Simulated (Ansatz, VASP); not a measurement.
## One calculation of MgGe2N3, two programs

```
Mg Ge N
1.0
     5.00000   -2.90000    0.00000
     5.00000    2.90000    0.00000
     0.00000    0.00000    5.40000
Mg Ge N
2 4 6
Direct
  0.66670 0.33330 0.00000
  0.33330 0.66670 0.50000
  0.00000 0.33340 0.50000
  0.00000 0.66660 0.00000
  0.66660 0.00000 0.50000
  0.33340 0.00000 0.00000
  0.66670 0.33330 0.62500
  0.00000 0.33340 0.12500
  0.00000 0.66660 0.62500
  0.33330 0.66670 0.12500
  0.66660 0.00000 0.12500
  0.33340 0.00000 0.62500
```

Alike in both runs: task relaxation of cell and atoms; functional PBE; k mesh 3 × 3 × 3; occupations gaussian, width 0.2 eV; no spin polarisation.

|  | VASP | Ansatz |
| --- | --- | --- |
| version | VASP 6.6.1 | Ansatz 0.2.0 |
| potentials or method | VASP PAW PBE potentials, release 64 (Mg, Ge_d, N), cutoff 600 eV | scalar-relativistic, plane waves, PAW |
| valence electrons in the cell | 90 | 106 |

Ansatz gave:

```
gap on the k mesh at the Fermi level, each at its own relaxed structure (eV) : none
relaxed volume (Å³/atom)                                                     : 12.71
relaxed cell length with the largest relative difference (Å)                 : 5.616
```

Which values does VASP return?

gap on the k mesh at the Fermi level, each at its own relaxed structure (eV): none; relaxed volume (Å³/atom): 12.67; relaxed cell length with the largest relative difference (Å): 5.603.

A gap of «none» marks a metal or a gap that the smearing closes. VASP's potentials hold 90 valence electrons a cell and Ansatz's 106, so a difference there can come from the potentials and not from the codes.

The k mesh is coarse, so the values compare programs but aren't converged.
